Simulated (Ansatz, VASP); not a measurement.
**HfTi2Si2 in VASP and in Ansatz**

```
Hf Ti Si
1.0
     3.55891    0.00000    0.00000
     0.00000    3.55891    0.00000
     0.00000    0.00000    7.69189
Hf Ti Si
1 2 2
Direct
  0.00000 0.00000 0.00000
  0.00000 0.00000 0.34622
  0.00000 0.00000 0.65378
  0.50000 0.50000 0.00000
  0.50000 0.50000 0.50000
```

Alike in both runs: functional PBE; k mesh 10 × 10 × 6; occupations gaussian, width 0.1 eV; no spin polarisation.

Ansatz relaxed the structure, and its values are those at the end. VASP's run is a single point on that final structure, the one shown.

```csv
,VASP,Ansatz
version,VASP 6.6.1,Ansatz 0.2.0
potentials or method,"VASP PAW PBE potentials, release 64 (Hf_pv, Ti_sv, Si), cutoff 520 eV","scalar-relativistic, plane waves, PAW"
valence electrons in the cell,42,58
```

|  | VASP | Ansatz | Ansatz less VASP |
| --- | --- | --- | --- |
| gap on the k mesh at the Fermi level (eV) | none | none | - |
| pressure (GPa) | 0.1 | 0.0 | -0.15 |

A gap of «none» marks a metal or a gap that the smearing closes. The functional is the same, so the differences come from potentials, cutoffs and numerics. VASP's potentials hold 42 valence electrons a cell and Ansatz's 58, so a difference there can come from the potentials and not from the codes.

Spin-orbit coupling is off throughout.
